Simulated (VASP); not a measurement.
# PbS (Galena) (Fm-3m) in VASP: notebook

Aim: see how the results for PbS (Galena) move with the level of theory and the settings. Levels: r2SCAN, LDA. Tasks: relaxation of the atoms, single point.

All numbers are computed with VASP 6.6.1; they aren't measurements. Logs are shortened: lines on timing, memory, paths and dates and some standing lists are left out, and cuts for length are marked.

### 1 The cell of the first run

It takes space group Fm-3m (No. 225, cubic). The conventional cell has a = 5.895 Å, b = 5.895 Å, c = 5.895 Å, α = 90.00°, β = 90.00°, γ = 90.00°. Pb (site symmetry m-3m) has 6 S at 2.95 Å within 3.9 Å. Within 3.9 Å of S (site symmetry m-3m) lie 6 Pb at 2.95 Å.

### 2 Relaxation of the atoms, r2SCAN

Input file POSCAR:

```
PbS
1.0
    0.0000000000      2.9475153100      2.9475153100
    2.9475153100      0.0000000000      2.9475153100
    2.9475153100      2.9475153100      0.0000000000
Pb S
1 1
Direct
    0.0000000000      0.0000000000      0.0000000000
    0.5000000000      0.5000000000      0.5000000000
```

Input file INCAR.step1:

```
PREC = Accurate
ENCUT = 520
ISMEAR = -1
SIGMA = 0.02
LREAL = F
LASPH = T
NELM = 80
GGA = PE
ALGO = Normal
EDIFF = 1E-4
LWAVE = T
LCHARG = F
```

Input file INCAR.step2:

```
PREC = Accurate
ENCUT = 520
EDIFF = 1E-7
ISMEAR = -1
SIGMA = 0.02
LREAL = F
LASPH = T
NELM = 80
ALGO = Normal
ISIF = 2
LWAVE = F
LCHARG = F
METAGGA = R2SCAN
LMIXTAU = T
IBRION = 2
NSW = 50
EDIFFG = -0.01
ISTART = 1
```

Input file KPOINTS:

```
regular mesh
0
Gamma
  8 8 8
```

Potentials or basis: VASP PAW PBE potentials, release 64 (Pb_d, S).

Run with:

```bash
$ cat potpaw_PBE.64/Pb_d/POTCAR potpaw_PBE.64/S/POTCAR > POTCAR
$ cp INCAR.step1 INCAR
$ mpirun -np 1 vasp_std > vasp.out
$ cp INCAR.step2 INCAR
$ mpirun -np 1 vasp_std > vasp.out
```

OUTCAR:

```text
PREC = Accurate
   ENCUT = 520
   EDIFF = 1E-7
   ISMEAR = -1
   LREAL = F
   LASPH = T
   NELM = 80
   ISIF = 2
   METAGGA = R2SCAN
   IBRION = 2
   NSW = 50
   EDIFFG = -0.01
   ISTART = 1

 ion  position               nearest neighbor table
   1  0.000  0.000  0.000-   2 2.95   2 2.95   2 2.95   2 2.95   2 2.95   2 2.95
   2  0.500  0.500  0.500-   1 2.95   1 2.95   1 2.95   1 2.95   1 2.95   1 2.95

  LATTYP: Found a face centered cubic cell.
 ALAT       =     5.8950306200

  Lattice vectors:

 A1 = (   0.0000000000,   2.9475153100,   2.9475153100)
 A2 = (   2.9475153100,   0.0000000000,   2.9475153100)
 A3 = (   2.9475153100,   2.9475153100,   0.0000000000)

Analysis of symmetry for initial positions (statically):
=====================================================================
 Subroutine PRICEL returns:
 Original cell was already a primitive cell.

 Routine SETGRP: Setting up the symmetry group for a
 face centered cubic supercell.

 Subroutine GETGRP returns: Found 48 space group operations
 (whereof 48 operations were pure point group operations)
 out of a pool of 48 trial point group operations.

The static configuration has the point symmetry O_h .

Analysis of symmetry for dynamics (positions and initial velocities):
=====================================================================
 Subroutine PRICEL returns:
 Original cell was already a primitive cell.

 Routine SETGRP: Setting up the symmetry group for a
 face centered cubic supercell.

 Subroutine GETGRP returns: Found 48 space group operations
 (whereof 48 operations were pure point group operations)
 out of a pool of 48 trial point group operations.

The dynamic configuration has the point symmetry O_h .

 Subroutine INISYM returns: Found 48 space group operations
 (whereof 48 operations are pure point group operations),
 and found     1 'primitive' translations

----------------------------------------------------------------------------------------

                                     Primitive cell

  volume of cell :      51.2151

  direct lattice vectors                    reciprocal lattice vectors
     0.000000000  2.947515310  2.947515310    -0.169634403  0.169634403  0.169634403
     2.947515310  0.000000000  2.947515310     0.169634403 -0.169634403  0.169634403
     2.947515310  2.947515310  0.000000000     0.169634403  0.169634403 -0.169634403

  length of vectors
     4.168416127  4.168416127  4.168416127     0.293815405  0.293815405  0.293815405

[... 85 lines left out ...]
   NFREE  =      1    steps in history (QN), initial steepest desc. (CG)
   ISIF   =      2    stress and relaxation
   ISYM   =      2    0-nonsym 1-usesym 2-fastsym
   POTIM  = 0.5000    time-step for ionic-motion
   TEBEG  =    0.0;   TEEND  =   0.0 temperature during run
   PSTRESS=    0.0 pullay stress
   NELECT =      20.0000    total number of electrons
   NUPDOWN=      -1.0000    fix difference up-down
   EMIN   =  10.00;   EMAX   =-10.00  energy-range for DOS
   EFERMI =   0.00;   METHOD = LEGACY
   ISMEAR =    -1;   SIGMA  =   0.02  broadening in eV -4-tet -1-fermi 0-gaus
   EFERMI_NEDOS =   21; number of points for ismear=-14 and -15
   IALGO  =     38    algorithm
   IMIX   =      4    mixing-type and parameters
     AMIX     =   0.40;   BMIX     =  1.00
     AMIX_MAG =   1.60;   BMIX_MAG =  1.00
  volume/ion in A,a.u.               =      25.61       172.81
  Fermi-wavevector in a.u.,A,eV,Ry     =   1.196609  2.261262 19.481801  1.431872
  Thomas-Fermi vector in A             =   2.332545
   LORBIT       =      0    0 simple, 1 ext, 2 COOP (PROOUT), +10 PAW based schemes
   METAGGA = R2SCAN    functional components
   LHFCALC =     F    Hartree Fock is set to
   AEXX    =    0.0000 exact exchange contribution
   IVDW    =     0    specifies the selected vdW correction
   LEPSILON=     F    determine dielectric tensor
   LRPA    =     F    only Hartree local field effects (RPA)
 conjugate gradient relaxation of ions
 non-spin polarized calculation
  energy-cutoff  :      520.00
  volume of cell :       51.22
 maximum number of plane-waves:      1411
   NGX = 15   NGY = 15   NGZ = 15

 number of electron      19.9999996 magnetization

 Free energy of the ion-electron system (eV)
  ---------------------------------------------------
  ext. energy  EPLUGINS =         0.00000000
  ---------------------------------------------------
  free energy    TOTEN  =       -65.59554913 eV

  energy without entropy =      -65.59554912  energy(sigma->0) =      -65.59554912

 E-fermi :   6.2597     XC(G=0): -10.3496

 val. band max:        5.9860941971   @ k =   0.5000   0.0000   0.0000
 cond. band min:       6.5332132432   @ k =   0.5000   0.0000   0.0000
 fundamental gap:      0.5471190461
 Fermi energy:         6.2596584636

 k-point     1 :       0.0000    0.0000    0.0000
  band No.  band energies     occupation
      1     -11.5320      2.00000
      2     -11.5320      2.00000
      3     -11.5320      2.00000
      4     -11.5170      2.00000
      5     -11.5170      2.00000
      6      -8.4400      2.00000
      7      -0.1124      2.00000
      8       3.5199      2.00000
      9       3.5199      2.00000
     10       3.5199      2.00000
     11      11.5667      0.00000
     12      11.5668      0.00000
     13      11.5668      0.00000
     14      13.0388      0.00000
[... 377 lines left out ...]
      1     -11.6031      2.00000
      2     -11.5374      2.00000
      3     -11.5160      2.00000
      4     -11.5014      2.00000
      5     -11.4786      2.00000
      6      -6.8844      2.00000
      7      -2.8794      2.00000
      8       2.2433      2.00000
      9       2.6973      2.00000
     10       4.8619      2.00000
     11       7.7358      0.00000
     12       9.6299      0.00000
     13      10.3089      0.00000
     14      14.3771      0.00000

 [... further k-points ...]
[... 5 lines left out ...]
  --------------------------------------------------------------------------------------
  -------------------------------------------------------------------------------------
  Total        0.8038535      0.8038535      0.8038535      0.0000000      0.0000000     -0.0000000
  in kB       25.1471801     25.1471801     25.1471801      0.0000000      0.0000000     -0.0000000
  external PRESSURE =      25.1471801 kB  Pullay stress =       0.0000000 kB

 VOLUME and BASIS-vectors are now :
 -----------------------------------------------------------------------------
  energy-cutoff  :      520.00
  volume of cell :       51.22
      direct lattice vectors                 reciprocal lattice vectors
     0.000000000  2.947515310  2.947515310    -0.169634403  0.169634403  0.169634403
     2.947515310  0.000000000  2.947515310     0.169634403 -0.169634403  0.169634403
     2.947515310  2.947515310  0.000000000     0.169634403  0.169634403 -0.169634403

 POSITION                                       TOTAL-FORCE (eV/Angst)
 -----------------------------------------------------------------------------------
      0.00000      0.00000      0.00000         0.000000      0.000000      0.000000
      2.94752      2.94752      2.94752         0.000000      0.000000      0.000000
 -----------------------------------------------------------------------------------
    total drift:                                0.000000     -0.000000     -0.000000

  FREE ENERGIE OF THE ION-ELECTRON SYSTEM (eV)
  ---------------------------------------------------
  free  energy   TOTEN  =       -65.5955491294 eV

  energy  without entropy=      -65.5955491188  energy(sigma->0) =      -65.59554912

 reached required accuracy - stopping structural energy minimisation
```

OUTCAR.step1:

```text
PREC = Accurate
   ENCUT = 520
   ISMEAR = -1
   LREAL = F
   LASPH = T
   NELM = 80
[... 626 lines left out ...]
 -----------------------------------------------------------------------------------
      0.00000      0.00000      0.00000        -0.000000     -0.000000     -0.000000
      2.94752      2.94752      2.94752         0.000000      0.000000      0.000000
 -----------------------------------------------------------------------------------
    total drift:                                0.000000     -0.000000     -0.000000

  FREE ENERGIE OF THE ION-ELECTRON SYSTEM (eV)
  ---------------------------------------------------
  free  energy   TOTEN  =        -8.7392013403 eV

  energy  without entropy=       -8.7391979953  energy(sigma->0) =       -8.73919967
```

Wall time 45 s (1 thread of Intel Xeon Platinum 8488C (Sapphire Rapids), shared host); peak memory 0.19 GiB.

What came out:

| Item | Value |
| --- | --- |
| Free energy | -65.5955 eV |
| Pressure after relaxing | 2.5 GPa |
| Band gap on the k mesh | 0.55 eV, direct |

Final structure:
```
Pb S
1.0
     0.00000    2.94752    2.94752
     2.94752    0.00000    2.94752
     2.94752    2.94752    0.00000
Pb S
1 1
Direct
  0.00000 0.00000 0.00000
  0.50000 0.50000 0.50000
```

Levels at points of the mesh, in eV from the valence-band top:
```csv
k point,band 8,band 9,band 10,band 11,band 12,band 13
"(0.00, 0.00, 0.00)",-2.47,-2.47,-2.47,5.58,5.58,5.58
"(0.50, 0.00, 0.00)",-2.05,-2.05,0.00,0.55,2.10,2.10
"(0.50, 0.50, 0.00)",-5.59,-3.78,-3.78,4.03,6.04,6.13
```

Caveat: the relaxation stopped at its first step, so nothing moved; the PAW data sets were made with another functional, which shifts forces and pressure a little; spin-orbit coupling is left out, which moves the levels of the heavy elements. A k mesh can miss the band edges.

### 3 Relaxation of the atoms, r2SCAN

This run uses another cell than the first one, of 26.14 Å³/atom, 1.021 times its volume.

Input file POSCAR:

```
PbS
1.0
    0.0000000000      2.9678436500      2.9678436500
    2.9678436500      0.0000000000      2.9678436500
    2.9678436500      2.9678436500      0.0000000000
Pb S
1 1
Direct
    0.0000000000      0.0000000000      0.0000000000
    0.5000000000      0.5000000000      0.5000000000
```

Input file INCAR.step1:

```
PREC     = Accurate       # precision mode
ENCUT    = 520            # plane-wave cutoff, eV
ISMEAR   = -1             # smearing method
SIGMA    = 0.02           # smearing width, eV
LREAL    = False          # projectors in reciprocal space
LASPH    = True           # aspherical terms in the spheres
NELM     = 80             # most SCF steps
GGA      = PE             # functional
ALGO     = Normal         # electronic algorithm
EDIFF    = 1E-4           # SCF threshold, eV
LWAVE    = True           # write WAVECAR
LCHARG   = False          # write CHGCAR
```

Input file INCAR.step2:

```
PREC     = Accurate       # precision mode
ENCUT    = 520            # plane-wave cutoff, eV
EDIFF    = 1E-6           # SCF threshold, eV
ISMEAR   = -1             # smearing method
SIGMA    = 0.02           # smearing width, eV
LREAL    = False          # projectors in reciprocal space
LASPH    = True           # aspherical terms in the spheres
NELM     = 80             # most SCF steps
ALGO     = Normal         # electronic algorithm
ISIF     = 2              # what is computed and relaxed
LWAVE    = False          # write WAVECAR
LCHARG   = False          # write CHGCAR
METAGGA  = R2SCAN         # meta-GGA
LMIXTAU  = True         
IBRION   = 2              # ionic algorithm
NSW      = 50             # ionic steps
EDIFFG   = -0.01          # ionic threshold
ISTART   = 1
```

Input file KPOINTS:

```
Automatic mesh
0
Gamma
  8 8 8
```

Potentials or basis: VASP PAW PBE potentials, release 64 (Pb_d, S).

Run with:

```bash
$ cat potpaw_PBE.64/Pb_d/POTCAR potpaw_PBE.64/S/POTCAR > POTCAR
$ cp INCAR.step1 INCAR
$ mpirun -np 1 vasp_std > vasp.out
$ cp INCAR.step2 INCAR
$ mpirun -np 1 vasp_std > vasp.out
```

Wall time 42 s (1 thread of Intel Xeon Platinum 8488C (Sapphire Rapids), shared host); peak memory 0.19 GiB.

Results (log left out):

```yaml
Free_energy: -65.6082 eV
Pressure_after_relaxing: 1.2 GPa
Band_gap_on_the_k_mesh: 0.63 eV, direct
```

Final structure:
```xyz
2
Lattice="0.0000 2.9678 2.9678 2.9678 0.0000 2.9678 2.9678 2.9678 0.0000" Properties=species:S:1:pos:R:3 pbc="T T T"
Pb    0.0000    0.0000    0.0000
S     2.9678    2.9678    2.9678
```

Levels at points of the mesh, in eV from the valence-band top:
```tsv
k point	band 7	band 8	band 9	band 10	band 11	band 12	band 13	band 14
(0.00, 0.00, 0.00)	-6.11	-2.33	-2.33	-2.33	5.55	5.55	5.55	7.14
(0.50, 0.00, 0.00)	-9.11	-1.92	-1.92	0.00	0.63	2.18	2.18	9.16
(0.50, 0.50, 0.00)	-7.36	-5.37	-3.61	-3.61	4.15	6.00	6.08	6.08
```

Caveat: the relaxation stopped at its first step, so nothing moved; the PAW data sets were made with another functional, which shifts forces and pressure a little; spin-orbit coupling is left out, which moves the levels of the heavy elements. A k mesh can miss the band edges.

### 4 Relaxation of the atoms, r2SCAN

This run uses another cell than the first one, of 26.67 Å³/atom, 1.042 times its volume.

Input file POSCAR:

```
PbS
1.0
    0.0000000000      2.9878972500      2.9878972500
    2.9878972500      0.0000000000      2.9878972500
    2.9878972500      2.9878972500      0.0000000000
Pb S
1 1
Direct
    0.0000000000      0.0000000000      0.0000000000
    0.5000000000      0.5000000000      0.5000000000
```

Input file INCAR.step1:

```
  ALGO = Normal
  EDIFF = 1E-4
  ENCUT = 520
  GGA = PE
  ISMEAR = -1
  LASPH = True
  LCHARG = False
  LREAL = False
  LWAVE = True
  NELM = 80
  PREC = Accurate
  SIGMA = 0.02
```

Input file INCAR.step2:

```
  ALGO = Normal
  EDIFF = 1E-7
  EDIFFG = -0.01
  ENCUT = 520
  IBRION = 2
  ISIF = 2
  ISMEAR = -1
  ISTART = 1
  LASPH = True
  LCHARG = False
  LMIXTAU = True
  LREAL = False
  LWAVE = False
  METAGGA = R2SCAN
  NELM = 80
  NSW = 50
  PREC = Accurate
  SIGMA = 0.02
```

Input file KPOINTS:

```
k-points
0
Gamma
  8 8 8
```

Run with:

```bash
$ cat potpaw_PBE.64/Pb_d/POTCAR potpaw_PBE.64/S/POTCAR > POTCAR
$ cp INCAR.step1 INCAR
$ mpirun -np 1 vasp_std > vasp.out
$ cp INCAR.step2 INCAR
$ mpirun -np 1 vasp_std > vasp.out
```

It took 42 s on 1 thread of Intel Xeon Platinum 8488C (Sapphire Rapids), shared host; peak memory 0.19 GiB.

It converged, with:

| Item | Value |
| --- | --- |
| Free energy | -65.6122 eV |
| Pressure after relaxing | -0.1 GPa |
| Band gap on the k mesh | 0.70 eV, direct |

Final structure:
```
CELL_PARAMETERS angstrom
0.00000 2.98790 2.98790
2.98790 0.00000 2.98790
2.98790 2.98790 0.00000
ATOMIC_POSITIONS crystal
Pb 0.00000 0.00000 0.00000
S 0.50000 0.50000 0.50000
```

Levels at points of the mesh, in eV from the valence-band top:
| k point | band 6 | band 7 | band 8 | band 9 | band 10 | band 11 | band 12 | band 13 | band 14 |
| --- | --- | --- | --- | --- | --- | --- | --- | --- | --- |
| (0.00, 0.00, 0.00) | -13.99 | -6.13 | -2.20 | -2.20 | -2.20 | 5.51 | 5.51 | 5.51 | 7.21 |
| (0.50, 0.00, 0.00) | -12.79 | -8.96 | -1.81 | -1.81 | 0.00 | 0.70 | 2.25 | 2.25 | 9.16 |
| (0.50, 0.50, 0.00) | -12.36 | -7.31 | -5.17 | -3.44 | -3.44 | 4.27 | 5.95 | 6.02 | 6.02 |

Caveat: the relaxation stopped at its first step, so nothing moved; the PAW data sets were made with another functional, which shifts forces and pressure a little; spin-orbit coupling is left out, which moves the levels of the heavy elements. A k mesh can miss the band edges.

### 5 Single point, LDA

This run uses another cell than the first one, of 24.96 Å³/atom, 0.975 times its volume.

Input file INCAR:

```
SYSTEM = PbS
  PREC = Accurate
  ENCUT = 520
  EDIFF = 1E-6
  ISMEAR = -1
  SIGMA = 0.02
  LREAL = .FALSE.
  LASPH = .TRUE.
  NELM = 80
  ALGO = Normal
  ISIF = 2
  LWAVE = .FALSE.
  LCHARG = .FALSE.
  GGA = CA
  NBANDS = 17
```

Input file KPOINTS:

```
regular mesh
0
G
  8 8 8
  0 0 0
```

Input file POSCAR:

```
PbS
1.0
    0.0000000000      2.9225594703      2.9225594703
    2.9225594703      0.0000000000      2.9225594703
    2.9225594703      2.9225594703      0.0000000000
Pb S
1 1
Direct
    0.0000000000      0.0000000000      0.0000000000
    0.5000000000      0.5000000000      0.5000000000
```

Potentials or basis: VASP PAW LDA potentials, release 64 (Pb_d, S).

Run with:

```bash
$ cat potpaw_LDA.64/Pb_d/POTCAR potpaw_LDA.64/S/POTCAR > POTCAR
$ mpirun -np 1 vasp_std > vasp.out
```

It took 14 s on 1 thread of Intel Xeon Platinum 8488C (Sapphire Rapids), shared host; peak memory 0.16 GiB.

It converged, with:

* Free energy: -9.9992 eV
* Pressure: 0.0 GPa
* Band gap on the k mesh: 0.04 eV, direct

Levels at points of the mesh, in eV from the valence-band top:
| k point | band 7 | band 8 | band 9 | band 10 | band 11 | band 12 | band 13 | band 14 |
| --- | --- | --- | --- | --- | --- | --- | --- | --- |
| (0.00, 0.00, 0.00) | -6.05 | -2.44 | -2.44 | -2.44 | 5.15 | 5.15 | 5.15 | 6.48 |
| (0.50, 0.00, 0.00) | -9.26 | -2.00 | -2.00 | 0.00 | 0.04 | 1.68 | 1.68 | 8.47 |
| (0.50, 0.50, 0.00) | -7.41 | -5.70 | -3.81 | -3.81 | 3.48 | 5.56 | 5.67 | 5.67 |

Caveat: spin-orbit coupling is left out, which moves the levels of the heavy elements. A k mesh can miss the band edges.

### 6 Summary

| task | level | potentials or basis | cell | gap on the mesh (eV) | pressure (GPa) |
| --- | --- | --- | --- | --- | --- |
| relaxation of the atoms | r2SCAN | VASP PAW PBE potentials, release 64 (Pb_d, S) | atoms relaxed from a = 4.168 Å, angles 60.0°, 2 atoms | 0.55 | 2.5 |
| relaxation of the atoms | r2SCAN | VASP PAW PBE potentials, release 64 (Pb_d, S) | atoms relaxed from a = 4.197 Å, angles 60.0°, 2 atoms | 0.63 | 1.2 |
| relaxation of the atoms | r2SCAN | VASP PAW PBE potentials, release 64 (Pb_d, S) | atoms relaxed from a = 4.226 Å, angles 60.0°, 2 atoms | 0.70 | -0.1 |
| single point | LDA | VASP PAW LDA potentials, release 64 (Pb_d, S) | a = 4.133 Å, angles 60.0°, 2 atoms | 0.04 | 0.0 |

Alike in all rows: no spin polarisation; k mesh 8 × 8 × 8; cutoff (eV) 520; smearing fermi-dirac 0.02 eV.

Caveats: spin-orbit coupling is left out, which moves the levels of the heavy elements; the relaxation stopped at its first step, so nothing moved (some runs); the PAW data sets were made with another functional, which shifts forces and pressure a little (some runs).

Absolute energies hang on the potentials; compare differences alone.
